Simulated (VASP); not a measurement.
# Hf (Im-3m) in VASP: notebook

Hf is run at these levels: RPBE+D4, pbe exchange, pbesol correlation, r2SCAN+rVV10; tasks: single point.

All numbers are computed with VASP 6.6.1; they aren't measurements. Logs are shortened: lines on timing, memory, paths and dates and some standing lists are left out, and cuts for length are marked.

## (1) The cell of the first run

The structure is cubic, space group Im-3m (No. 229). The conventional cell has a = 3.459 Å, b = 3.459 Å, c = 3.459 Å, α = 90.00°, β = 90.00°, γ = 90.00°. Hf (site symmetry m-3m) has 14 Hf at 3.00 to 3.46 Å within 3.9 Å.

This isn't the form of Hf at room conditions, which is hcp.

## (2) Single point, RPBE+D4 (20.70 Å³/atom)

INCAR reads:

```
PREC     = Accurate       # precision mode
ENCUT    = 500            # plane-wave cutoff, eV
EDIFF    = 1E-6           # SCF threshold, eV
ISMEAR   = 1              # smearing method
SIGMA    = 0.1            # smearing width, eV
LREAL    = F              # projectors in reciprocal space
LASPH    = T              # aspherical terms in the spheres
NELM     = 120            # most SCF steps
ALGO     = Normal         # electronic algorithm
ISIF     = 2              # what is computed and relaxed
LWAVE    = F              # write WAVECAR
LCHARG   = T              # write CHGCAR
GGA      = RP             # functional
IVDW     = 13             # dispersion correction
LELF     = T              # ELF
LVHAR    = T            
NBANDS   = 11             # bands
GGA_COMPAT= F
```

KPOINTS reads:

```
regular mesh
0
Gamma
  10 10 10
```

POSCAR reads:

```
Hf
1.0
   -1.7297025700      1.7297025700      1.7297025700
    1.7297025700     -1.7297025700      1.7297025700
    1.7297025700      1.7297025700     -1.7297025700
Hf
1
Direct
    0.0000000000      0.0000000000      0.0000000000
```

Potentials or basis: VASP PAW PBE potentials, release 64 (Hf_pv).

Launch:

```bash
> cat potpaw_PBE.64/Hf_pv/POTCAR > POTCAR
> mpirun -np 1 vasp_std > vasp.out
```

OUTCAR:

```text
PREC = Accurate
   ENCUT = 500
   EDIFF = 1E-6
   ISMEAR = 1
   LREAL = F
   LASPH = T
   NELM = 120
   ISIF = 2
   GGA = RP
   IVDW = 13

 ion  position               nearest neighbor table
   1  0.000  0.000  0.000-

  LATTYP: Found a body centered cubic cell.
 ALAT       =     3.4594051400

  Lattice vectors:

 A1 = (  -1.7297025700,   1.7297025700,   1.7297025700)
 A2 = (   1.7297025700,  -1.7297025700,   1.7297025700)
 A3 = (   1.7297025700,   1.7297025700,  -1.7297025700)

Analysis of symmetry for initial positions (statically):
=====================================================================
 Subroutine PRICEL returns:
 Original cell was already a primitive cell.

 Routine SETGRP: Setting up the symmetry group for a
 body centered cubic supercell.

 Subroutine GETGRP returns: Found 48 space group operations
 (whereof 48 operations were pure point group operations)
 out of a pool of 48 trial point group operations.

The static configuration has the point symmetry O_h .

Analysis of symmetry for dynamics (positions and initial velocities):
=====================================================================
 Subroutine PRICEL returns:
 Original cell was already a primitive cell.

 Routine SETGRP: Setting up the symmetry group for a
 body centered cubic supercell.

 Subroutine GETGRP returns: Found 48 space group operations
 (whereof 48 operations were pure point group operations)
 out of a pool of 48 trial point group operations.

The dynamic configuration has the point symmetry O_h .

 Subroutine INISYM returns: Found 48 space group operations
 (whereof 48 operations are pure point group operations),
 and found     1 'primitive' translations

----------------------------------------------------------------------------------------

                                     Primitive cell

  volume of cell :      20.7002

  direct lattice vectors                    reciprocal lattice vectors
    -1.729702570  1.729702570  1.729702570     0.000000000  0.289067039  0.289067039
     1.729702570 -1.729702570  1.729702570     0.289067039  0.000000000  0.289067039
     1.729702570  1.729702570 -1.729702570     0.289067039  0.289067039  0.000000000

  length of vectors
     2.995932733  2.995932733  2.995932733     0.408802527  0.408802527  0.408802527

  position of ions in fractional coordinates (direct lattice)
     0.000000000  0.000000000  0.000000000

  ion indices of the primitive-cell ions
   primitive index   ion index
                 1           1

----------------------------------------------------------------------------------------

 KPOINTS: regular mesh

Automatic generation of k-mesh.
 Grid dimensions read from file:
 generate k-points for:   10   10   10

 Generating k-lattice:

  Cartesian coordinates                     Fractional coordinates (reciprocal lattice)
     0.000000000  0.028906704  0.028906704     0.100000000  0.000000000  0.000000000
     0.028906704  0.000000000  0.028906704     0.000000000  0.100000000  0.000000000
     0.028906704  0.028906704  0.000000000     0.000000000  0.000000000  0.100000000

  Length of vectors
     0.040880253  0.040880253  0.040880253

  Shift w.r.t. Gamma in fractional coordinates (k-lattice)
     0.000000000  0.000000000  0.000000000

 Subroutine IBZKPT returns following result:
 ===========================================

 Found     47 irreducible k-points:

 Following reciprocal coordinates:
            Coordinates               Weight
  0.000000  0.000000  0.000000      1.000000
  0.100000  0.000000  0.000000     12.000000
  0.200000  0.000000  0.000000     12.000000
  0.300000  0.000000  0.000000     12.000000
  0.400000  0.000000  0.000000     12.000000
  0.500000  0.000000  0.000000      6.000000
[... 16 lines left out ...]
  0.300000  0.300000  0.100000      8.000000
 -0.300000  0.300000  0.100000     24.000000
 [... further k-points ...]
   k-points           NKPTS =     47   k-points in BZ     NKDIM =     47   number of bands    NBANDS=     11
   number of dos      NEDOS =    301   number of ions     NIONS =      1
   total plane-waves  NPLWV =  13824
   dimension x,y,z NGX =    24 NGY =   24 NGZ =   24
   dimension x,y,z NGXF=    48 NGYF=   48 NGZF=   48
   ions per type =               1
   NGX,Y,Z   is equivalent  to a cutoff of  13.32, 13.32, 13.32 a.u.
   NGXF,Y,Z  is equivalent  to a cutoff of  26.64, 26.64, 26.64 a.u.
 SYSTEM =  unknown system
   PREC   = accura    normal or accurate (medium, high low for compatibility)
   ISTART =      0    job   : 0-new  1-cont  2-samecut
   ICHARG =      2    charge: 1-file 2-atom 10-const
   ISPIN  =      1    spin polarized calculation?
   LNONCOLLINEAR =      F non collinear calculations
   LSORBIT =      F    spin-orbit coupling
   LASPH  =      T    aspherical Exc in radial PAW
   ENCUT  =  500.0 eV  36.75 Ry    6.06 a.u.   5.46  5.46  5.46*2*pi/ulx,y,z
   NELM   =    120;   NELMIN=  2; NELMDL= -5     # of ELM steps
   EDIFF  = 0.1E-05   stopping-criterion for ELM
   LREAL  =      F    real-space projection
   EDIFFG = 0.1E-04   stopping-criterion for IOM
   NSW    =      0    number of steps for IOM
   IBRION =     -1    ionic relax: 0-MD 1-quasi-New 2-CG
   NFREE  =      0    steps in history (QN), initial steepest desc. (CG)
   ISIF   =      2    stress and relaxation
   ISYM   =      2    0-nonsym 1-usesym 2-fastsym
   POTIM  = 0.5000    time-step for ionic-motion
   TEBEG  =    0.0;   TEEND  =   0.0 temperature during run
   PSTRESS=    0.0 pullay stress
   NELECT =      10.0000    total number of electrons
   NUPDOWN=      -1.0000    fix difference up-down
   EMIN   =  10.00;   EMAX   =-10.00  energy-range for DOS
   EFERMI =   0.00;   METHOD = LEGACY
   ISMEAR =     1;   SIGMA  =   0.10  broadening in eV -4-tet -1-fermi 0-gaus
   EFERMI_NEDOS =   21; number of points for ismear=-14 and -15
   IALGO  =     38    algorithm
   IMIX   =      4    mixing-type and parameters
     AMIX     =   0.40;   BMIX     =  1.00
     AMIX_MAG =   1.60;   BMIX_MAG =  1.00
  volume/ion in A,a.u.               =      20.70       139.69
  Fermi-wavevector in a.u.,A,eV,Ry     =   1.284547  2.427442 22.450450  1.650062
  Thomas-Fermi vector in A             =   2.416734
   LORBIT       =      0    0 simple, 1 ext, 2 COOP (PROOUT), +10 PAW based schemes
   GGA     = RP    functional components
   LHFCALC =     F    Hartree Fock is set to
   AEXX    =    0.0000 exact exchange contribution
   IVDW    =    13    specifies the selected vdW correction
   LEPSILON=     F    determine dielectric tensor
   LRPA    =     F    only Hartree local field effects (RPA)
 non-spin polarized calculation
 Methfessel and Paxton  Order N= 1 SIGMA  =   0.10
  energy-cutoff  :      500.00
  volume of cell :       20.70
 maximum number of plane-waves:       543
 NGX is ok and might be reduce to    24
   NGX = 11   NGY = 11   NGZ = 11

 number of electron      10.0000000 magnetization

 number of electron       9.9999999 magnetization

 Free energy of the ion-electron system (eV)
  ---------------------------------------------------
  ext. energy  EPLUGINS =         0.00000000
  ---------------------------------------------------
  free energy    TOTEN  =        -9.24769484 eV

  energy without entropy =       -9.24840466  energy(sigma->0) =       -9.24793145

 E-fermi :   5.2591     XC(G=0): -11.5806

 val. band max:        5.2340357169   @ k =   0.3000   0.0000   0.0000
 cond. band min:       5.2799494123   @ k =   0.3000   0.2000  -0.0000
 fundamental gap:      0.0459136953
 Fermi energy:         5.2590980688

 k-point     1 :       0.0000    0.0000    0.0000
  band No.  band energies     occupation
      1     -24.3499      2.00000
      2     -24.3499      2.00000
      3     -24.3499      2.00000
      4      -2.0683      2.00000
      5       6.8306     -0.00000
      6       6.8306     -0.00000
      7       6.8306     -0.00000
      8       9.8323      0.00000
      9       9.8323      0.00000
     10      18.8295      0.00000
     11      18.8295      0.00000

 k-point     2 :       0.1000    0.0000    0.0000
  band No.  band energies     occupation
      1     -24.4586      2.00000
      2     -24.3830      2.00000
      3     -24.3506      2.00000
      4      -1.6681      2.00000
      5       6.5479     -0.00000
      6       6.6966     -0.00000
      7       7.2301     -0.00000
      8       9.4207      0.00000
      9       9.8267      0.00000
     10      18.8408      0.00000
     11      19.2077      0.00000

 k-point     3 :       0.2000    0.0000    0.0000
  band No.  band energies     occupation
      1     -24.7339      2.00000
      2     -24.4686      2.00000
      3     -24.3523      2.00000
      4      -0.5960      2.00000
      5       5.9020     -0.00000
      6       6.1114     -0.00000
      7       8.3931      0.00000
      8       9.1677      0.00000
      9       9.8903      0.00000
     10      18.8393      0.00000
     11      19.5983      0.00000

 k-point     4 :       0.3000    0.0000    0.0000
  band No.  band energies     occupation
      1     -25.0576      2.00000
      2     -24.5725      2.00000
      3     -24.3546      2.00000
      4       0.7029      2.00000
      5       5.2340      1.40978
      6       5.5634     -0.00015
      7       9.5021      0.00000
      8      10.1430      0.00000
      9      10.1972      0.00000
     10      18.3568      0.00000
     11      18.8254      0.00000

 k-point     5 :       0.4000    0.0000    0.0000
  band No.  band energies     occupation
      1     -25.3075      2.00000
      2     -24.6550      2.00000
      3     -24.3565      2.00000
      4       1.4651      2.00000
      5       4.7659      2.00000
      6       5.9577     -0.00000
      7       9.7868      0.00000
      8      10.5557      0.00000
      9      12.3141      0.00000
     10      16.7257      0.00000
     11      17.4083      0.00000
[... 211 lines left out ...]
 k-point    21 :       0.3000    0.2000    0.1000
  band No.  band energies     occupation
      1     -25.1873      2.00000
      2     -24.8243      2.00000
      3     -24.5446      2.00000
      4       3.2653      2.00000
      5       4.4180      2.00000
      6       5.1554      2.05714
      7      10.3730      0.00000
      8      10.8366      0.00000
      9      13.7306      0.00000
     10      15.3391      0.00000
     11      17.9891      0.00000

 k-point    22 :      -0.2000    0.2000    0.1000
  band No.  band energies     occupation
      1     -24.7357      2.00000
      2     -24.5037      2.00000
      3     -24.4350      2.00000
      4      -0.2341      2.00000
      5       6.2029     -0.00000
      6       6.2240     -0.00000
      7       7.9039      0.00000
      8       8.2516      0.00000
      9      10.6435      0.00000
     10      18.8374      0.00000
     11      20.0452      0.00000

 k-point    23 :       0.3000    0.3000    0.1000
  band No.  band energies     occupation
      1     -25.0199      2.00000
      2     -25.0199      2.00000
      3     -24.5769      2.00000
      4       3.7056      2.00000
      5       4.7697      2.00000
      6       4.7697      2.00000
      7      10.7288      0.00000
      8      10.7288      0.00000
      9      12.5885      0.00000
     10      16.8979      0.00000
     11      16.8979      0.00000

 k-point    24 :      -0.3000    0.3000    0.1000
  band No.  band energies     occupation
      1     -25.0427      2.00000
      2     -24.6094      2.00000
      3     -24.4336      2.00000
      4       1.0500      2.00000
      5       5.3970     -0.06505
      6       5.6033     -0.00001
      7       8.3880      0.00000
      8      10.0507      0.00000
      9      10.7872      0.00000
     10      18.0583      0.00000
     11      18.8469      0.00000

 [... further k-points ...]

------------------------ aborting loop because EDIFF is reached ----------------------------------------

  DFT-D4 for vdW energy calculation

  Edisp (eV):   -0.35413

  FORCE on cell =-STRESS in cart. coord.  units (eV):
  Direction    XX          YY          ZZ          XY          YZ          ZX
  --------------------------------------------------------------------------------------
  -------------------------------------------------------------------------------------
  Total       1.12168     1.12168     1.12168    -0.00000     0.00000    -0.00000
  in kB      86.81748    86.81748    86.81748    -0.00000     0.00000    -0.00000
  external pressure =       86.82 kB  Pullay stress =        0.00 kB

 VOLUME and BASIS-vectors are now :
 -----------------------------------------------------------------------------
  energy-cutoff  :      500.00
  volume of cell :       20.70
      direct lattice vectors                 reciprocal lattice vectors
    -1.729702570  1.729702570  1.729702570     0.000000000  0.289067039  0.289067039
     1.729702570 -1.729702570  1.729702570     0.289067039  0.000000000  0.289067039
     1.729702570  1.729702570 -1.729702570     0.289067039  0.289067039  0.000000000

 POSITION                                       TOTAL-FORCE (eV/Angst)
 -----------------------------------------------------------------------------------
      0.00000      0.00000      0.00000        -0.000000      0.000000     -0.000000
 -----------------------------------------------------------------------------------
    total drift:                                0.000000     -0.000000     -0.000000

  FREE ENERGIE OF THE ION-ELECTRON SYSTEM (eV)
  ---------------------------------------------------
  free  energy   TOTEN  =        -9.6018263495 eV

  energy  without entropy=       -9.6025361712  energy(sigma->0) =       -9.60206296
```

Wall time 7.1 s (1 thread of Intel Xeon Platinum 8488C (Sapphire Rapids), shared host); peak memory 0.14 GiB.

Results:

* Free energy: -9.6018 eV
* Pressure: 8.7 GPa
* Band gap on the k mesh: zero (bands 5 and 6 overlap by 2.44 eV)
* Dispersion energy per atom: -0.354 eV

Caveat: the cell stands under pressure; the PAW data sets were made with another functional, which shifts forces and pressure a little; spin-orbit coupling is left out, which moves the levels of the heavy elements.

(Part 1 of 2 ends here.)
